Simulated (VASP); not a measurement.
Write the native input for VASP 6.6.1 that does the following.

- Task: single point
- Functional: PBE
- Potentials or basis: VASP PAW PBE potentials, release 64 (Al, As)
- Cutoff: 520 eV
- k mesh: 7 × 5 × 1
- Occupations: gaussian, width 0.05 eV
- Spin: no spin polarisation
- Dipole correction: yes
- Further INCAR settings: ALGO = Normal; EDIFF = 1e-07; NBANDS = 36

The structure of AlAs lies in POSCAR:

```
AlAs
1.0
    4.0500342343      0.0000000000      0.0000000000
    0.0000000000      5.7276133423      0.0000000000
    0.0000000000      0.0000000000     25.1250855858
Al As
6 6
Direct
    0.5000000000      0.5000000000      0.2985064459
    0.0000000000      0.0000000000      0.3791038675
    0.5000000000      0.5000000000      0.4597012892
    0.0000000000      0.0000000000      0.5402987108
    0.5000000000      0.5000000000      0.6208961325
    0.0000000000      0.0000000000      0.7014935541
    0.0000000000      0.2500000000      0.2985064459
    0.5000000000      0.7500000000      0.3791038675
    0.0000000000      0.2500000000      0.4597012892
    0.5000000000      0.7500000000      0.5402987108
    0.0000000000      0.2500000000      0.6208961325
    0.5000000000      0.7500000000      0.7014935541
```

The input as run:

INCAR

```
PREC = Accurate ; ENCUT = 520
EDIFF = 1E-7 ; ISMEAR = 0
SIGMA = 0.05 ; LREAL = False
LASPH = True ; NELM = 100
ALGO = Normal ; ISIF = 2
LWAVE = False ; LCHARG = False
LDIPOL = True ; IDIPOL = 3
DIPOL = 0.5 0.5 0.500 ; GGA = PE
NBANDS = 36
```

KPOINTS

```
Automatic mesh
0
Gamma
  7 5 1
```

Potentials or basis: VASP PAW PBE potentials, release 64 (Al, As).

The run is started by

```console
$ cat potpaw_PBE.64/Al/POTCAR potpaw_PBE.64/As/POTCAR > POTCAR
$ mpirun -np 1 vasp_std > vasp.out
```

It gave:

```
Largest force          : 1.765 eV/Å
Band gap on the k mesh : 0.69 eV (least direct gap 0.78 eV)
```

Caveat: semilocal functionals underestimate gaps, and a narrow one can read as zero.

Run time: 7.7 min on 1 thread of Intel(R) Xeon(R) Platinum 8375C CPU @ 2.90GHz (Ice Lake) (shared host), peak memory 0.65 GiB.
